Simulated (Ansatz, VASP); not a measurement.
## One calculation of MgO, two programs

```
Mg O
1.0
     5.63354    0.00000    0.00000
     0.00000    5.63354    0.00000
     0.00000    0.00000    5.63354
Mg O
6 6
Direct
  0.25000 0.98729 0.50000
  0.00000 0.51391 0.25000
  0.50000 0.73498 0.00000
  0.75000 0.98729 0.50000
  0.00000 0.51391 0.75000
  0.50000 0.23498 0.00000
  0.25000 0.52358 0.00000
  0.50000 0.00271 0.25000
  0.00000 0.74471 0.50000
  0.75000 0.52358 0.00000
  0.50000 0.00271 0.75000
  0.00000 0.24471 0.50000
```

Change from the starting cell: mode 14 frozen in at -0.075 Å and mode 24 at -0.085 Å (largest displacements).

Alike in both runs: task single point; functional PBE; k mesh 4 × 4 × 4; occupations gaussian, width 0.05 eV; no spin polarisation.

|  | VASP | Ansatz |
| --- | --- | --- |
| version | VASP 6.6.1 | Ansatz 0.2.0 |
| potentials or method | VASP PAW PBE potentials, release 64 (Mg, O), cutoff 520 eV | scalar-relativistic, plane waves, PAW |
| valence electrons in the cell | 48 | 96 |

```tsv
	VASP	Ansatz	Ansatz less VASP
gap on the k mesh at the Fermi level (eV)	2.84	2.85	+0.014
least direct gap on the mesh (eV)	2.84	2.86	+0.015
pressure (GPa)	0.9	1.2	+0.29
traceless stress, the component that is largest in VASP (GPa)	0.60	0.59	-0.009
rms of the force components (eV/Å)	0.704	0.695	-0.0095
```

Atom by atom the forces differ by 0.010 eV/Å (rms over components). VASP's potentials hold 48 valence electrons a cell and Ansatz's 96, so a difference there can come from the potentials and not from the codes.
